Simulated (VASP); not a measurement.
# TiRh (P4/mmm) in VASP: notebook

TiRh is run at these levels: LDA; tasks: electric field gradients.

All numbers are computed with VASP 6.6.1; they aren't measurements. Logs are shortened: lines on timing, memory, paths and dates and some standing lists are left out, and cuts for length are marked.

## Step 1: The cell of the first run

It takes space group P4/mmm (No. 123, tetragonal). The conventional cell has a = 2.947 Å, b = 2.947 Å, c = 3.444 Å, α = 90.00°, β = 90.00°, γ = 90.00°. Ti (site symmetry 4/mmm) has 8 Rh at 2.70 Å and 6 Ti at 2.95 to 3.44 Å within 3.6 Å. Rh (site symmetry 4/mmm) has 8 Ti at 2.70 Å and 6 Rh at 2.95 to 3.44 Å within 3.6 Å.

## Step 2: Electric field gradients, LDA

File INCAR:

```
PREC = Accurate
ENCUT = 520
EDIFF = 1E-8
ISMEAR = -1
SIGMA = 0.05
LREAL = False
LASPH = True
NELM = 100
ALGO = Normal
ISIF = 2
LWAVE = False
LCHARG = False
LEFG = True
NBANDS = 20
```

File KPOINTS:

```
regular mesh
0
Gamma
  12 12 11
```

File POSCAR:

```
TiRh
1.0
    2.9467532106      0.0000000000      0.0000000000
    0.0000000000      2.9467532106      0.0000000000
    0.0000000000      0.0000000000      3.4444387195
Ti Rh
1 1
Direct
    0.5000000000      0.5000000000      0.5000000000
    0.0000000000      0.0000000000      0.0000000000
```

Potentials or basis: VASP PAW LDA potentials, release 64 (Ti_sv, Rh_pv).

Command:

```bash
> cat potpaw_LDA.64/Ti_sv/POTCAR potpaw_LDA.64/Rh_pv/POTCAR > POTCAR
> mpirun -np 1 vasp_std > vasp.out
```

OUTCAR:

```text
PREC = Accurate
   ENCUT = 520
   EDIFF = 1E-8
   ISMEAR = -1
   LREAL = False
   LASPH = True
   NELM = 100
   ISIF = 2

 ion  position               nearest neighbor table
   1  0.500  0.500  0.500-   2 2.70   2 2.70   2 2.70   2 2.70   2 2.70   2 2.70   2 2.70   2 2.70

   2  0.000  0.000  0.000-   1 2.70   1 2.70   1 2.70   1 2.70   1 2.70   1 2.70   1 2.70   1 2.70

  LATTYP: Found a simple tetragonal cell.
 ALAT       =     2.9467532106
 C/A-ratio  =     1.1688928367

  Lattice vectors:

 A1 = (   2.9467532106,   0.0000000000,   0.0000000000)
 A2 = (   0.0000000000,   2.9467532106,   0.0000000000)
 A3 = (   0.0000000000,   0.0000000000,   3.4444387195)

Analysis of symmetry for initial positions (statically):
=====================================================================
 Subroutine PRICEL returns:
 Original cell was already a primitive cell.

 Routine SETGRP: Setting up the symmetry group for a
 simple tetragonal supercell.

 Subroutine GETGRP returns: Found 16 space group operations
 (whereof 16 operations were pure point group operations)
 out of a pool of 16 trial point group operations.

The static configuration has the point symmetry D_4h.

Analysis of symmetry for dynamics (positions and initial velocities):
=====================================================================
 Subroutine PRICEL returns:
 Original cell was already a primitive cell.

 Routine SETGRP: Setting up the symmetry group for a
 simple tetragonal supercell.

 Subroutine GETGRP returns: Found 16 space group operations
 (whereof 16 operations were pure point group operations)
 out of a pool of 16 trial point group operations.

The dynamic configuration has the point symmetry D_4h.

 Subroutine INISYM returns: Found 16 space group operations
 (whereof 16 operations are pure point group operations),
 and found     1 'primitive' translations

----------------------------------------------------------------------------------------

                                     Primitive cell

  volume of cell :      29.9093

  direct lattice vectors                    reciprocal lattice vectors
     2.946753211  0.000000000  0.000000000     0.339356549  0.000000000  0.000000000
     0.000000000  2.946753211  0.000000000     0.000000000  0.339356549  0.000000000
     0.000000000  0.000000000  3.444438719     0.000000000  0.000000000  0.290323063

  length of vectors
     2.946753211  2.946753211  3.444438719     0.339356549  0.339356549  0.290323063

  position of ions in fractional coordinates (direct lattice)
     0.500000000  0.500000000  0.500000000
     0.000000000  0.000000000  0.000000000

  ion indices of the primitive-cell ions
   primitive index   ion index
                 1           1
                 2           2

----------------------------------------------------------------------------------------

 KPOINTS: regular mesh

Automatic generation of k-mesh.
 Grid dimensions read from file:
 generate k-points for:   12   12   11

 Generating k-lattice:

  Cartesian coordinates                     Fractional coordinates (reciprocal lattice)
     0.028279712  0.000000000  0.000000000     0.083333333  0.000000000  0.000000000
     0.000000000  0.028279712  0.000000000     0.000000000  0.083333333  0.000000000
     0.000000000  0.000000000  0.026393006     0.000000000  0.000000000  0.090909091

  Length of vectors
     0.028279712  0.028279712  0.026393006

  Shift w.r.t. Gamma in fractional coordinates (k-lattice)
     0.000000000  0.000000000  0.000000000

 Subroutine IBZKPT returns following result:
 ===========================================

 Found    168 irreducible k-points:

 Following reciprocal coordinates:
            Coordinates               Weight
  0.000000  0.000000  0.000000      1.000000
  0.083333  0.000000  0.000000      4.000000
  0.166667  0.000000  0.000000      4.000000
  0.250000  0.000000  0.000000      4.000000
  0.333333  0.000000  0.000000      4.000000
  0.416667  0.000000  0.000000      4.000000
[... 16 lines left out ...]
  0.333333  0.333333  0.000000      4.000000
  0.416667  0.333333  0.000000      8.000000
 [... further k-points ...]
   k-points           NKPTS =    168   k-points in BZ     NKDIM =    168   number of bands    NBANDS=     20
   number of dos      NEDOS =    301   number of ions     NIONS =      2
   total plane-waves  NPLWV =  16128
   dimension x,y,z NGX =    24 NGY =   24 NGZ =   28
   dimension x,y,z NGXF=    48 NGYF=   48 NGZF=   56
   ions per type =               1   1
   NGX,Y,Z   is equivalent  to a cutoff of  13.54, 13.54, 13.51 a.u.
   NGXF,Y,Z  is equivalent  to a cutoff of  27.08, 27.08, 27.03 a.u.
 SYSTEM =  unknown system
   PREC   = accura    normal or accurate (medium, high low for compatibility)
   ISTART =      0    job   : 0-new  1-cont  2-samecut
   ICHARG =      2    charge: 1-file 2-atom 10-const
   ISPIN  =      1    spin polarized calculation?
   LNONCOLLINEAR =      F non collinear calculations
   LSORBIT =      F    spin-orbit coupling
   LASPH  =      T    aspherical Exc in radial PAW
   ENCUT  =  520.0 eV  38.22 Ry    6.18 a.u.   5.48  5.48  6.40*2*pi/ulx,y,z
   NELM   =    100;   NELMIN=  2; NELMDL= -5     # of ELM steps
   EDIFF  = 0.1E-07   stopping-criterion for ELM
   LREAL  =      F    real-space projection
   EDIFFG = 0.1E-06   stopping-criterion for IOM
   NSW    =      0    number of steps for IOM
   IBRION =     -1    ionic relax: 0-MD 1-quasi-New 2-CG
   NFREE  =      0    steps in history (QN), initial steepest desc. (CG)
   ISIF   =      2    stress and relaxation
   ISYM   =      2    0-nonsym 1-usesym 2-fastsym
   POTIM  = 0.5000    time-step for ionic-motion
   TEBEG  =    0.0;   TEEND  =   0.0 temperature during run
   PSTRESS=    0.0 pullay stress
   NELECT =      27.0000    total number of electrons
   NUPDOWN=      -1.0000    fix difference up-down
   EMIN   =  10.00;   EMAX   =-10.00  energy-range for DOS
   EFERMI =   0.00;   METHOD = LEGACY
   ISMEAR =    -1;   SIGMA  =   0.05  broadening in eV -4-tet -1-fermi 0-gaus
   EFERMI_NEDOS =   21; number of points for ismear=-14 and -15
   IALGO  =     38    algorithm
   IMIX   =      4    mixing-type and parameters
     AMIX     =   0.40;   BMIX     =  1.00
     AMIX_MAG =   1.60;   BMIX_MAG =  1.00
  volume/ion in A,a.u.               =      14.95       100.92
  Fermi-wavevector in a.u.,A,eV,Ry     =   1.582198  2.989920 34.060139  2.503350
  Thomas-Fermi vector in A             =   2.682157
   LORBIT       =      0    0 simple, 1 ext, 2 COOP (PROOUT), +10 PAW based schemes
   GGA     = CA    functional components
   LHFCALC =     F    Hartree Fock is set to
   AEXX    =    0.0000 exact exchange contribution
   IVDW    =     0    specifies the selected vdW correction
   LEPSILON=     F    determine dielectric tensor
   LRPA    =     F    only Hartree local field effects (RPA)
 non-spin polarized calculation
  energy-cutoff  :      520.00
  volume of cell :       29.91
 maximum number of plane-waves:       829
 NGX is ok and might be reduce to    24
   NGX = 11   NGY = 11   NGZ = 13

 number of electron      27.0000000 magnetization

 Free energy of the ion-electron system (eV)
  ---------------------------------------------------
  ext. energy  EPLUGINS =         0.00000000
  ---------------------------------------------------
  free energy    TOTEN  =       -18.68826648 eV

  energy without entropy =      -18.66865783  energy(sigma->0) =      -18.67846216

 E-fermi :  10.3821     XC(G=0): -13.1746

 val. band max:       10.3801098493   @ k =   0.5000   0.0000   0.2727
 cond. band min:      10.3924717060   @ k =   0.1667   0.0833   0.2727
 fundamental gap:      0.0123618567
 Fermi energy:        10.3820556665

 k-point     1 :       0.0000    0.0000    0.0000
  band No.  band energies     occupation
      1     -46.3013      2.00000
      2     -36.0595      2.00000
      3     -36.0036      2.00000
      4     -36.0036      2.00000
      5     -22.8800      2.00000
      6     -22.7459      2.00000
[... 12 lines left out ...]
     19      16.2578      0.00000
     20      20.7912      0.00000

 k-point     2 :       0.0833    0.0000    0.0000
  band No.  band energies     occupation
      1     -46.2990      2.00000
      2     -36.0583      2.00000
      3     -36.0137      2.00000
      4     -36.0026      2.00000
      5     -22.8790      2.00000
      6     -22.7692      2.00000
[... 498 lines left out ...]
 k-point    24 :       0.4167    0.3333    0.0000
  band No.  band energies     occupation
      1     -46.2406      2.00000
      2     -36.1381      2.00000
      3     -36.1081      2.00000
      4     -36.0301      2.00000
      5     -23.0205      2.00000
      6     -22.9545      2.00000
[... 12 lines left out ...]
     19      14.7972      0.00000
     20      20.5451      0.00000

 [... further k-points ...]

------------------------ aborting loop because EDIFF is reached ----------------------------------------

  FORCE on cell =-STRESS in cart. coord.  units (eV):
  Direction    XX          YY          ZZ          XY          YZ          ZX
  --------------------------------------------------------------------------------------
  -------------------------------------------------------------------------------------
  Total       -2.1895868     -2.1895868     -2.1898342      0.0000000      0.0000000      0.0000000
  in kB     -117.2915558   -117.2915558   -117.3048132      0.0000000      0.0000000      0.0000000
  external PRESSURE =    -117.2959750 kB  Pullay stress =       0.0000000 kB

 VOLUME and BASIS-vectors are now :
 -----------------------------------------------------------------------------
  energy-cutoff  :      520.00
  volume of cell :       29.91
      direct lattice vectors                 reciprocal lattice vectors
     2.946753211  0.000000000  0.000000000     0.339356549  0.000000000  0.000000000
     0.000000000  2.946753211  0.000000000     0.000000000  0.339356549  0.000000000
     0.000000000  0.000000000  3.444438719     0.000000000  0.000000000  0.290323063

 POSITION                                       TOTAL-FORCE (eV/Angst)
 -----------------------------------------------------------------------------------
      1.47338      1.47338      1.72222         0.000000      0.000000      0.000000
      0.00000      0.00000      0.00000         0.000000      0.000000      0.000000
 -----------------------------------------------------------------------------------
    total drift:                                0.000000      0.000000     -0.000000

  FREE ENERGIE OF THE ION-ELECTRON SYSTEM (eV)
  ---------------------------------------------------
  free  energy   TOTEN  =       -18.6882664795 eV

  energy  without entropy=      -18.6686578307  energy(sigma->0) =      -18.67846216

 Electric field gradients (V/A^2)
---------------------------------------------------------------------
 ion       V_xx      V_yy      V_zz      V_xy      V_xz      V_yz
---------------------------------------------------------------------
   1       3.074     3.074    -6.147     0.000     0.000     0.000
   2     -15.877   -15.877    31.753    -0.000     0.000     0.000
---------------------------------------------------------------------

 Electric field gradients after diagonalization (V/A^2)
 (convention: |V_zz| > |V_xx| > |V_yy|)
----------------------------------------------------------------------
 ion       V_xx      V_yy      V_zz     asymmetry (V_yy - V_xx)/ V_zz
----------------------------------------------------------------------
   1       3.074     3.074    -6.147       0.000
   2     -15.877   -15.877    31.753       0.000
----------------------------------------------------------------------

           NMR quadrupolar parameters

 Cq : quadrupolar parameter    Cq=e*Q*V_zz/h
 eta: asymmetry parameters     (V_yy - V_xx)/ V_zz
 Q  : nuclear electric quadrupole moment in mb (millibarn)
----------------------------------------------------------------------
 ion       Cq(MHz)       eta       Q (mb)
----------------------------------------------------------------------
   1      -0.015       0.000       1.000
   2       0.077       0.000       1.000
----------------------------------------------------------------------
```

It took 62 s on 1 thread of Intel Xeon 6975P-C, shared host; peak memory 0.22 GiB.

Results:

```yaml
Free_energy: -18.6883 eV
Pressure: -11.7 GPa
```

Electric field gradients, principal values (V/Å²):
```tsv
atom	least	middle	greatest (by size)
1 Ti	3.074	3.074	-6.147
2 Rh	-15.877	-15.877	31.753
```

Caveat: without QUAD_EFG the Cq values of the log hold for a quadrupole moment of 1 mb, not for the nuclei.

(Continued in part 2 of 2.)
